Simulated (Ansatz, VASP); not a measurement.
# SnO2: VASP beside Ansatz

Contents of INCAR:

```
SYSTEM = SnO2
PREC     = Accurate       ! precision mode
ENCUT    = 520            ! plane-wave cutoff, eV
EDIFF    = 1E-6           ! SCF threshold, eV
ISMEAR   = -1             ! smearing method
SIGMA    = 0.03           ! smearing width, eV
LREAL    = .False.        ! projectors in reciprocal space
LASPH    = .True.         ! aspherical terms in the spheres
NELM     = 80             ! most SCF steps
ALGO     = Normal         ! electronic algorithm
ISIF     = 2              ! what is computed and relaxed
LWAVE    = .False.        ! write WAVECAR
LCHARG   = .False.        ! write CHGCAR
GGA      = PE             ! functional
NBANDS   = 35             ! bands
```

Contents of KPOINTS:

```
Automatic mesh
0
Gamma
  4 4 6
  0 0 0
```

Contents of POSCAR:

```
SnO2
1.0
    4.7373500000      0.0473735000      0.0473735000
    0.0473735000      4.7373500000      0.0473735000
    0.0318640000      0.0318640000      3.1864000000
Sn O
2 4
Direct
    0.0000000000      0.0000000000      0.0000000000
    0.5000000000      0.5000000000      0.5000000000
    0.3056200000      0.3056200000      0.0000000000
    0.1943800000      0.8056200000      0.5000000000
    0.6943800000      0.6943800000      0.0000000000
    0.8056200000      0.1943800000      0.5000000000
```

Input for Ansatz:

```yaml
crystal:
  lattice:
    - [4.73735, 0.0473735, 0.0473735]
    - [0.0473735, 4.73735, 0.0473735]
    - [0.031864, 0.031864, 3.1864]
  atoms:
    - { symbol: Sn, position: [0.0, 0.0, 0.0] }
    - { symbol: Sn, position: [0.5, 0.5, 0.5] }
    - { symbol: O, position: [0.30562, 0.30562, 0.0] }
    - { symbol: O, position: [0.19438, 0.80562, 0.5] }
    - { symbol: O, position: [0.69438, 0.69438, 0.0] }
    - { symbol: O, position: [0.80562, 0.19438, 0.5] }
kpoints:
  mp_grid: { grid: [4, 4, 6] }
  band_path:
    path:
      - [0.0, 0.0, 0.0]
      - [0.4903402537, -0.4903402537, 0.0]
      - [-0.4903402537, -0.5096597463, 0.0]
      - [-0.5, -0.5, 0.0]
      - [0.0, 0.0, 0.0]
      - [-0.5, -0.5, -0.5]
      - [-0.4759787176, -0.5240212824, -0.5]
      - [0.4759787176, -0.4759787176, -0.5]
      - [0.0, 0.0, -0.5]
    npoints: 5
scf:
  occupations: { method: fermi_dirac, width: 0.03 }
hamiltonian:
  xc: pbe
  pseudopotentials: { kind: all_electron, lapw: { basis_error: 0.001 } }
output:
  forces: true
  stress: true
  eigenvalues: true
```

Change from the starting cell: equal xy, yz and zx shear strains of +2 %.

Alike in both runs: task single point; functional PBE; k mesh 4 × 4 × 6; occupations fermi-dirac, width 0.03 eV; no spin polarisation.

```csv
,VASP,Ansatz
version,VASP 6.6.1,Ansatz 0.2.0
potentials or method,"VASP PAW PBE potentials, release 64 (Sn_d, O), cutoff 520 eV","all-electron LAPW, scalar-relativistic"
```

|  | VASP | Ansatz | Ansatz less VASP |
| --- | --- | --- | --- |
| gap on the k mesh at the Fermi level (eV) | 1.24 | 1.26 | +0.014 |
| pressure (GPa) | 11.8 | 11.0 | -0.73 |
| traceless stress, the component that is largest in VASP (GPa) | -4.24 | -4.21 | +0.026 |
| rms of the force components (eV/Å) | 0.097 | 0.092 | -0.0049 |

Atom by atom the forces differ by 0.009 eV/Å (rms over components). Ansatz ran all-electron here, and VASP with PAW potentials.
